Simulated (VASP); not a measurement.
# AlGa3N4 (Pm) in VASP: a series of runs

The runs below take AlGa3N4 through single point, with PBEsol.

Everything below comes from runs of VASP 6.6.1. Logs are shortened: lines on timing, memory, paths and dates and some standing lists are left out, and cuts for length are marked.

## 1. The cell of the first run

Symmetry: Pm, No. 6, monoclinic system. The conventional cell has a = 5.478 Å, b = 3.165 Å, c = 10.326 Å, α = 90.00°, β = 95.11°, γ = 90.00°. Within 2.5 Å of Al (site symmetry m) lie 4 N at 1.89 to 1.90 Å. Within 2.5 Å of Al (site symmetry m) lie 4 N at 1.89 to 1.90 Å. Within 2.6 Å of Ga (site symmetry m) lie 4 N at 1.94 to 2.17 Å. Within 2.6 Å of Ga (site symmetry m) lie 4 N at 1.94 to 1.95 Å. Within 2.6 Å of Ga (site symmetry m) lie 4 N at 1.94 to 2.15 Å. Ga (site symmetry m) has 4 N at 1.94 to 1.96 Å within 2.6 Å. Within 2.6 Å of Ga (site symmetry m) lie 4 N at 1.95 to 1.96 Å. Ga (site symmetry m) has 4 N at 1.95 to 1.96 Å within 2.6 Å.

## 2. Single point, PBEsol (the part above a cut slid along it)

Contents of INCAR:

```
PREC = Accurate
ENCUT = 520
EDIFF = 1E-6
ISMEAR = 0
SIGMA = 0.05
LREAL = Auto
LASPH = T
NELM = 100
ALGO = Normal
ISIF = 2
LWAVE = F
LCHARG = T
GGA = PS
LELF = T
LVHAR = T
NBANDS = 76
LUSENCCL = F
```

Contents of KPOINTS:

```
regular mesh
0
Gamma
  8 5 3
```

Contents of POSCAR:

```
AlGa3N4
1.0
    0.0000000000     -3.1649847989      0.0000000000
    0.0035856878      0.0000000000     -5.4784941327
   10.2853001255      0.0000000000     -0.9130219628
Al Ga N
2 6 8
Direct
    0.5000000000      0.1916722358      0.8456517113
    0.5000000000      0.2750222358      0.3456517113
    0.5000000000      0.6492591977      0.0949083513
    0.5000000000      0.5659091977      0.5949083513
    0.0000000000      0.1526292224      0.0948636924
    0.0000000000      0.0692792224      0.5948636924
    0.0000000000      0.7762611467      0.3452808907
    0.0000000000      0.6929111467      0.8452808907
    0.5000000000      0.5090083489      0.9051843767
    0.5000000000      0.5923583489      0.4051843767
    0.0000000000      0.0228983036      0.9041729896
    0.0000000000      0.1062483036      0.4041729896
    0.0000000000      0.8078498905      0.1555718196
    0.0000000000      0.7244998905      0.6555718196
    0.5000000000      0.3058704335      0.1609661733
    0.5000000000      0.2225204335      0.6609661733
```

Potentials or basis: VASP PAW PBE potentials, release 64 (Al, Ga_d, N).

Started as:

```console
> cat potpaw_PBE.64/Al/POTCAR potpaw_PBE.64/Ga_d/POTCAR potpaw_PBE.64/N/POTCAR > POTCAR
> mpirun -np 1 vasp_std > vasp.out
```

OUTCAR:

```text
PREC = Accurate
   ENCUT = 520
   EDIFF = 1E-6
   ISMEAR = 0
   LREAL = Auto
   LASPH = T
   NELM = 100
   ISIF = 2
   GGA = PS

 ion  position               nearest neighbor table
   1  0.500  0.192  0.846-   9 1.89  16 1.90  11 1.90  11 1.90   5 3.01   5 3.01
   2  0.500  0.275  0.346-  10 1.89  15 1.90  12 1.90  12 1.90
   3  0.500  0.649  0.095-  13 1.94  13 1.94  15 1.94   9 2.17
   4  0.500  0.566  0.595-  14 1.94  14 1.94  16 1.94  10 1.95
   5  0.000  0.153  0.095-  13 1.94  15 1.94  15 1.94  11 2.15   1 3.01   1 3.01
   6  0.000  0.069  0.595-  14 1.94  16 1.94  16 1.94  12 1.96
   7  0.000  0.776  0.345-  10 1.95  10 1.95  13 1.95  12 1.96
   8  0.000  0.693  0.845-   9 1.95   9 1.95  14 1.95  11 1.96
   9  0.500  0.509  0.905-   1 1.89   8 1.95   8 1.95   3 2.17
  10  0.500  0.592  0.405-   2 1.89   7 1.95   7 1.95   4 1.95
  11  0.000  0.023  0.904-   1 1.90   1 1.90   8 1.96   5 2.15
  12  0.000  0.106  0.404-   2 1.90   2 1.90   7 1.96   6 1.96
  13  0.000  0.808  0.156-   3 1.94   3 1.94   5 1.94   7 1.95
  14  0.000  0.724  0.656-   4 1.94   4 1.94   6 1.94   8 1.95
  15  0.500  0.306  0.161-   2 1.90   3 1.94   5 1.94   5 1.94
  16  0.500  0.223  0.661-   1 1.90   4 1.94   6 1.94   6 1.94

  LATTYP: Found a simple monoclinic cell.
 ALAT       =     5.4784953061
 B/A-ratio  =     0.5777105979
 C/A-ratio  =     1.8847775392
 COS(beta)  =    -0.0890738178

  Lattice vectors:

 A1 = (   0.0035856878,   0.0000000000,  -5.4784941327)
 A2 = (   0.0000000000,  -3.1649847989,   0.0000000000)
 A3 = ( -10.2853001255,   0.0000000000,   0.9130219628)

Analysis of symmetry for initial positions (statically):
=====================================================================
 Subroutine PRICEL returns:
 Original cell was already a primitive cell.

 Routine SETGRP: Setting up the symmetry group for a
 simple monoclinic supercell.

 Subroutine GETGRP returns: Found  2 space group operations
 (whereof  2 operations were pure point group operations)
 out of a pool of  4 trial point group operations.

The static configuration has the point symmetry C_1h.

Analysis of symmetry for dynamics (positions and initial velocities):
=====================================================================
 Subroutine PRICEL returns:
 Original cell was already a primitive cell.

 Routine SETGRP: Setting up the symmetry group for a
 simple monoclinic supercell.

 Subroutine GETGRP returns: Found  2 space group operations
 (whereof  2 operations were pure point group operations)
 out of a pool of  4 trial point group operations.

The dynamic configuration has the point symmetry C_1h.

 Subroutine INISYM returns: Found  2 space group operations
 (whereof  2 operations are pure point group operations),
 and found     1 'primitive' translations

----------------------------------------------------------------------------------------

                                     Primitive cell

  volume of cell :     178.3301

  direct lattice vectors                    reciprocal lattice vectors
     0.000000000 -3.164984799  0.000000000     0.000000000 -0.315957284  0.000000000
     0.003585688  0.000000000 -5.478494133    -0.016204226 -0.000000000 -0.182542516
    10.285300125  0.000000000 -0.913021963     0.097231786  0.000000000  0.000063638

  length of vectors
     3.164984799  5.478495306 10.325744902     0.315957284  0.183260326  0.097231807

  position of ions in fractional coordinates (direct lattice)
     0.500000000  0.191672236  0.845651711
     0.500000000  0.275022236  0.345651711
     0.500000000  0.649259198  0.094908351
     0.500000000  0.565909198  0.594908351
     0.000000000  0.152629222  0.094863692
     0.000000000  0.069279222  0.594863692
[... 8 lines left out ...]
     0.500000000  0.305870433  0.160966173
     0.500000000  0.222520434  0.660966173

  ion indices of the primitive-cell ions
   primitive index   ion index
                 1           1
                 2           2
                 3           3
                 4           4
                 5           5
                 6           6
[... 8 lines left out ...]
                15          15
                16          16

----------------------------------------------------------------------------------------

 KPOINTS: regular mesh

Automatic generation of k-mesh.
 Grid dimensions read from file:
 generate k-points for:    8    5    3

 Generating k-lattice:

  Cartesian coordinates                     Fractional coordinates (reciprocal lattice)
     0.000000000 -0.039494660  0.000000000     0.125000000  0.000000000  0.000000000
    -0.003240845 -0.000000000 -0.036508503     0.000000000  0.200000000  0.000000000
     0.032410595  0.000000000  0.000021213     0.000000000  0.000000000  0.333333333

  Length of vectors
     0.039494660  0.036652065  0.032410602

  Shift w.r.t. Gamma in fractional coordinates (k-lattice)
     0.000000000  0.000000000  0.000000000

 Subroutine IBZKPT returns following result:
 ===========================================

 Found     40 irreducible k-points:

 Following reciprocal coordinates:
            Coordinates               Weight
  0.000000  0.000000  0.000000      1.000000
  0.125000  0.000000  0.000000      2.000000
  0.250000  0.000000  0.000000      2.000000
  0.375000  0.000000  0.000000      2.000000
  0.500000  0.000000  0.000000      1.000000
  0.000000  0.200000  0.000000      2.000000
[... 16 lines left out ...]
  0.250000  0.200000  0.333333      4.000000
  0.375000  0.200000  0.333333      4.000000
 [... further k-points ...]
   k-points           NKPTS =     40   k-points in BZ     NKDIM =     40   number of bands    NBANDS=     76
   number of dos      NEDOS =    301   number of ions     NIONS =     16
   total plane-waves  NPLWV =  80640
   dimension x,y,z NGX =    24 NGY =   42 NGZ =   80
   dimension x,y,z NGXF=    48 NGYF=   84 NGZF=  160
   ions per type =               2   6   8
   NGX,Y,Z   is equivalent  to a cutoff of  12.61, 12.74, 12.88 a.u.
   NGXF,Y,Z  is equivalent  to a cutoff of  25.21, 25.49, 25.76 a.u.
 SYSTEM =  unknown system
   PREC   = accura    normal or accurate (medium, high low for compatibility)
   ISTART =      0    job   : 0-new  1-cont  2-samecut
   ICHARG =      2    charge: 1-file 2-atom 10-const
   ISPIN  =      1    spin polarized calculation?
   LNONCOLLINEAR =      F non collinear calculations
   LSORBIT =      F    spin-orbit coupling
   LASPH  =      T    aspherical Exc in radial PAW
   ENCUT  =  520.0 eV  38.22 Ry    6.18 a.u.   5.88 10.19 19.20*2*pi/ulx,y,z
   NELM   =    100;   NELMIN=  2; NELMDL= -5     # of ELM steps
   EDIFF  = 0.1E-05   stopping-criterion for ELM
   LREAL  =      T    real-space projection
   EDIFFG = 0.1E-04   stopping-criterion for IOM
   NSW    =      0    number of steps for IOM
   IBRION =     -1    ionic relax: 0-MD 1-quasi-New 2-CG
   NFREE  =      0    steps in history (QN), initial steepest desc. (CG)
   ISIF   =      2    stress and relaxation
   ISYM   =      2    0-nonsym 1-usesym 2-fastsym
   POTIM  = 0.5000    time-step for ionic-motion
   TEBEG  =    0.0;   TEEND  =   0.0 temperature during run
   PSTRESS=    0.0 pullay stress
   NELECT =     124.0000    total number of electrons
   NUPDOWN=      -1.0000    fix difference up-down
   EMIN   =  10.00;   EMAX   =-10.00  energy-range for DOS
   EFERMI =   0.00;   METHOD = LEGACY
   ISMEAR =     0;   SIGMA  =   0.05  broadening in eV -4-tet -1-fermi 0-gaus
   EFERMI_NEDOS =   21; number of points for ismear=-14 and -15
   IALGO  =     38    algorithm
   IMIX   =      4    mixing-type and parameters
     AMIX     =   0.40;   BMIX     =  1.00
     AMIX_MAG =   1.60;   BMIX_MAG =  1.00
  volume/ion in A,a.u.               =      11.15        75.21
  Fermi-wavevector in a.u.,A,eV,Ry     =   1.450354  2.740771 28.620199  2.103525
  Thomas-Fermi vector in A             =   2.567975
   LORBIT       =      0    0 simple, 1 ext, 2 COOP (PROOUT), +10 PAW based schemes
   GGA     = PS    functional components
   LHFCALC =     F    Hartree Fock is set to
   AEXX    =    0.0000 exact exchange contribution
   IVDW    =     0    specifies the selected vdW correction
   LEPSILON=     F    determine dielectric tensor
   LRPA    =     F    only Hartree local field effects (RPA)
 non-spin polarized calculation
 Gauss-broadening in eV      SIGMA  =   0.05
  energy-cutoff  :      520.00
  volume of cell :      178.33
 maximum number of plane-waves:      4856
 NGX is ok and might be reduce to    24
   NGX = 11   NGY = 21   NGZ = 39

 number of electron     123.9999971 magnetization

 Free energy of the ion-electron system (eV)
  ---------------------------------------------------
  ext. energy  EPLUGINS =         0.00000000
  ---------------------------------------------------
  free energy    TOTEN  =      -108.53928936 eV

  energy without entropy =     -108.53928936  energy(sigma->0) =     -108.53928936

 E-fermi :   5.9287     XC(G=0): -11.7593

 val. band max:        5.6475832354   @ k =   0.0000   0.0000   0.0000
 cond. band min:       7.5334118903   @ k =   0.0000   0.0000   0.0000
 fundamental gap:      1.8858286549
 Fermi energy:         5.9286968741

 k-point     1 :       0.0000    0.0000    0.0000
  band No.  band energies     occupation
      1     -10.4111      2.00000
      2      -9.8730      2.00000
      3      -9.6075      2.00000
      4      -9.4910      2.00000
      5      -9.2515      2.00000
      6      -9.0877      2.00000
[... 66 lines left out ...]
     73      13.5792      0.00000
     74      14.0390      0.00000

 k-point     2 :       0.1250    0.0000    0.0000
  band No.  band energies     occupation
      1     -10.2934      2.00000
      2      -9.7926      2.00000
      3      -9.5652      2.00000
      4      -9.4311      2.00000
      5      -9.2272      2.00000
      6      -9.0538      2.00000
[... 66 lines left out ...]
     73      13.4086      0.00000
     74      13.6878      0.00000

 k-point     3 :       0.2500    0.0000    0.0000
  band No.  band energies     occupation
      1     -10.0020      2.00000
      2      -9.6107      2.00000
      3      -9.4881      2.00000
      4      -9.2852      2.00000
      5      -9.1723      2.00000
      6      -8.9763      2.00000
[... 1606 lines left out ...]
     73      13.1615      0.00000
     74      13.2243      0.00000

 k-point    24 :       0.3750    0.2000    0.3333
  band No.  band energies     occupation
      1      -9.7041      2.00000
      2      -9.4803      2.00000
      3      -9.3825      2.00000
      4      -9.2048      2.00000
      5      -9.1072      2.00000
      6      -8.8967      2.00000
[... 66 lines left out ...]
     73      12.8595      0.00000
     74      13.0826      0.00000

 [... further k-points ...]

 [bands above 74 left out]

------------------------ aborting loop because EDIFF is reached ----------------------------------------

  FORCE on cell =-STRESS in cart. coord.  units (eV):
  Direction    XX          YY          ZZ          XY          YZ          ZX
  --------------------------------------------------------------------------------------
  -------------------------------------------------------------------------------------
  Total        1.1707725     -1.5152601     -3.3427104      0.0000000      0.0000000      7.7143602
  in kB       10.5186144    -13.6136072    -30.0320354      0.0000000      0.0000000     69.3084090
  external PRESSURE =     -11.0423427 kB  Pullay stress =       0.0000000 kB

 VOLUME and BASIS-vectors are now :
 -----------------------------------------------------------------------------
  energy-cutoff  :      520.00
  volume of cell :      178.33
      direct lattice vectors                 reciprocal lattice vectors
     0.000000000 -3.164984799  0.000000000     0.000000000 -0.315957284  0.000000000
     0.003585688  0.000000000 -5.478494133    -0.016204226 -0.000000000 -0.182542516
    10.285300125  0.000000000 -0.913021963     0.097231786  0.000000000  0.000063638

 POSITION                                       TOTAL-FORCE (eV/Angst)
 -----------------------------------------------------------------------------------
      8.69847     -1.58249     -1.82217        -0.176430      0.000000      0.097084
      3.55612     -1.58249     -1.82230         0.236050      0.000000      0.087129
      0.97849     -1.58249     -3.64362        -0.465654      0.000000      0.932602
      6.12084     -1.58249     -3.64349         0.161822      0.000000     -0.009149
      0.97625      0.00000     -0.92279        -0.450907      0.000000      0.862592
      6.11860      0.00000     -0.92267         0.176633      0.000000     -0.020242
[... 8 lines left out ...]
      1.65668     -1.58249     -1.82268         0.246453      0.000000      0.503587
      6.79903     -1.58249     -1.82255        -0.197205      0.000000     -0.061301
 -----------------------------------------------------------------------------------
    total drift:                                0.014933     -0.000000      0.003862

  FREE ENERGIE OF THE ION-ELECTRON SYSTEM (eV)
  ---------------------------------------------------
  free  energy   TOTEN  =      -108.5392893640 eV

  energy  without entropy=     -108.5392893640  energy(sigma->0) =     -108.53928936
```

It took 3.3 min on 1 × NVIDIA H100 80GB with 1 thread of AMD EPYC 7R13 (Zen 3), shared host; peak memory 1.5 GiB.

Results:

| Quantity | Value |
| --- | --- |
| Free energy | -108.5393 eV |
| Pressure | -1.1 GPa |
| Largest force | 1.578 eV/Å |
| Band gap on the k mesh | 1.89 eV |

Forces in eV/Å, atoms in the order of the input:
```
Al  -0.176  0.000  0.097
Al   0.236  0.000  0.087
Ga  -0.466  0.000  0.933
Ga   0.162  0.000 -0.009
Ga  -0.451  0.000  0.863
Ga   0.177  0.000 -0.020
Ga   0.197  0.000  0.106
Ga  -0.217  0.000  0.060
N    0.543  0.000 -1.481
N   -0.102  0.000  0.006
N    0.161  0.000 -1.523
N   -0.156  0.000  0.016
N    0.216  0.000  0.524
N   -0.172  0.000 -0.099
N    0.246  0.000  0.504
N   -0.197  0.000 -0.061
```

Caveat: the cell differs from its parent crystal (the part above a cut slid along it); the PAW data sets were made with another functional, which shifts forces and pressure a little.

## 3. Single point, PBEsol (the part above a cut slid along it)

Contents of INCAR:

```
ALGO = Normal
EDIFF = 1E-7
ENCUT = 520
GGA = PS
ISIF = 2
ISMEAR = 0
LASPH = True
LCHARG = False
LREAL = Auto
LUSENCCL = False
LWAVE = False
NBANDS = 76
NELM = 100
PREC = Accurate
SIGMA = 0.05
```

Contents of KPOINTS:

```
k-points
0
Gamma
  8 5 3
```

Contents of POSCAR:

```
AlGa3N4
1.0
    0.0000000000     -3.1649847989      0.0000000000
    0.0035856878      0.0000000000     -5.4784941327
   10.2858975010      0.0000000000     -1.8257390853
Al Ga N
2 6 8
Direct
    0.5000000000      0.0507866607      0.8456517113
    0.5000000000      0.2174366607      0.3456517113
    0.5000000000      0.6334474664      0.0949083513
    0.5000000000      0.4667974664      0.5949083513
    0.0000000000      0.1368249312      0.0948636924
    0.0000000000     -0.0298250688      0.5948636924
    0.0000000000      0.7187373503      0.3452808907
    0.0000000000      0.5520873503      0.8452808907
    0.5000000000      0.3582046317      0.9051843767
    0.5000000000      0.5248546317      0.4051843767
    0.0000000000     -0.1277369164      0.9041729896
    0.0000000000      0.0389130836      0.4041729896
    0.0000000000      0.7819316253      0.1555718196
    0.0000000000      0.6152816253      0.6555718196
    0.5000000000      0.2790534690      0.1609661733
    0.5000000000      0.1124034690      0.6609661733
```

Potentials or basis: VASP PAW PBE potentials, release 64 (Al, Ga_d, N).

Started as:

```console
> cat potpaw_PBE.64/Al/POTCAR potpaw_PBE.64/Ga_d/POTCAR potpaw_PBE.64/N/POTCAR > POTCAR
> mpirun -np 1 vasp_std > vasp.out
```

Run time: 3.6 min. Hardware: 1 × NVIDIA H100 80GB with 1 thread of AMD EPYC 7R13 (Zen 3), shared host; peak memory 1.5 GiB.

It converged, with:

```yaml
Free_energy: -106.5676 eV
Pressure: -0.8 GPa
Largest_force: 0.816 eV/Å
Band_gap_on_the_k_mesh: 1.25 eV (least direct gap 1.30 eV)
```

Forces on the atoms (eV/Å):
```
Al  -0.263  0.000  0.042
Al   0.548  0.000 -0.021
Ga  -0.129  0.000 -0.029
Ga   0.334  0.000  0.031
Ga  -0.238  0.000  0.035
Ga   0.373  0.000 -0.030
Ga   0.424  0.000  0.028
Ga  -0.343  0.000 -0.047
N   -0.297  0.000  0.057
N   -0.232  0.000  0.007
N   -0.654  0.000 -0.061
N   -0.311  0.000 -0.007
N    0.813  0.000  0.065
N   -0.344  0.000 -0.003
N    0.750  0.000 -0.071
N   -0.431  0.000  0.002
```

Stress tensor (GPa, compression positive):
```
 6.63  0.00  0.02
 0.00 -4.56  0.00
 0.02  0.00 -4.54
```

Levels at points of the mesh, in eV from the valence-band top:
| k point | band 58 | band 59 | band 60 | band 61 | band 62 | band 63 | band 64 | band 65 | band 66 | band 67 |
| --- | --- | --- | --- | --- | --- | --- | --- | --- | --- | --- |
| (0.00, 0.00, 0.00) | -0.63 | -0.42 | -0.28 | -0.28 | -0.05 | 1.25 | 2.17 | 3.38 | 3.75 | 4.28 |
| (0.50, 0.00, 0.00) | -2.21 | -1.82 | -1.80 | -0.55 | -0.48 | 2.90 | 3.02 | 5.34 | 5.58 | 5.70 |

Caveat: the cell differs from its parent crystal (the part above a cut slid along it); the stress differs along the axes, from -5 to 7 GPa; the PAW data sets were made with another functional, which shifts forces and pressure a little.

(Part 1 of 2 ends here.)
